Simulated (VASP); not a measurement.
SnO2:

```
Sn O
1.0
     0.00000    2.53347    2.53347
     2.53347    0.00000    2.53347
     2.53347    2.53347    0.00000
Sn O
1 2
Direct
  0.00000 0.00000 0.00000
  0.25000 0.25000 0.25000
  0.75000 0.75000 0.75000
```

Program: VASP 6.6.1. Alike in all runs: task single point; no spin polarisation; cell as given; k mesh 8 × 8 × 8. Hardware: 1 thread of Intel(R) Xeon(R) 6975P-C (Granite Rapids) (shared host).

Problem. Order these runs on this cell by their wall time, lowest first.
A. level r2SCAN; potentials or basis VASP PAW PBE potentials, release 64 (Sn_d, O); cutoff (eV) 520; smearing gaussian 0.01 eV
B. level PBE; potentials or basis VASP PAW PBE potentials, release 64 (Sn_d, O); cutoff (eV) 520; smearing fermi-dirac 0.02 eV
C. level r2SCAN; potentials or basis VASP PAW PBE potentials, release 64 (Sn_d, O_h); cutoff (eV) 910; smearing gaussian 0.01 eV; second run hard_potentials

Solution. B (8.9 s), A (36 s), C (75 s).
